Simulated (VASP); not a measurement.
Set up this calculation in VASP 6.6.1, as the native input.

| Quantity | Value |
| --- | --- |
| Task | single point |
| Functional | PBE |
| Potentials or basis | VASP PAW PBE potentials, release 64 (Ga_d, Sb) |
| Cutoff | 500 eV |
| k mesh | 4 × 4 × 4 |
| Occupations | gaussian, width 0.2 eV |
| Spin | no spin polarisation |
| Dipole correction | no |
| Further INCAR settings | ALGO = Normal; EDIFF = 1e-06; NBANDS = 22 |

The structure of GaSb3 lies in POSCAR:

```
GaSb3
1.0
    3.3322122976      1.9238536686      2.7098511013
   -3.3322122976      1.9238536686      2.7098511013
    0.0000000000     -3.8477073324      2.7098511048
Ga Sb
1 3
Direct
    0.0000000000      0.0000000000      0.0000000000
    0.0000000000      0.5000000000      0.5000000000
    0.5000000000      0.5000000000      0.0000000000
    0.5000000000      0.0000000000      0.5000000000
```

The cell was built from a structure type or drawn by symmetry, and may not be a known phase.

The input as run:

INCAR

```
SYSTEM = GaSb3
PREC = Accurate
ENCUT = 500
EDIFF = 1E-6
ISMEAR = 0
SIGMA = 0.2
LREAL = .FALSE.
LASPH = .TRUE.
NELM = 120
ALGO = Normal
ISIF = 2
LWAVE = .FALSE.
LCHARG = .TRUE.
GGA = PE
LELF = .TRUE.
LVHAR = .TRUE.
NBANDS = 22
GGA_COMPAT = .FALSE.
```

KPOINTS

```
Automatic mesh
0
G
  4 4 4
  0 0 0
```

Potentials or basis: VASP PAW PBE potentials, release 64 (Ga_d, Sb).

Command:

```sh
$ cat potpaw_PBE.64/Ga_d/POTCAR potpaw_PBE.64/Sb/POTCAR > POTCAR
$ mpirun -np 1 vasp_std > vasp.out
```

It gave:

The pressure is 0.5 GPa and the band gap on the k mesh is zero (bands 14 and 15 overlap by 4.98 eV).

Caveat: spin-orbit coupling is left out, which moves the levels of the heavy elements.

It took 38 s on 1 thread of AMD EPYC 7R43 64-Core Processor (Zen 3), on a shared host, peak memory 0.18 GiB.
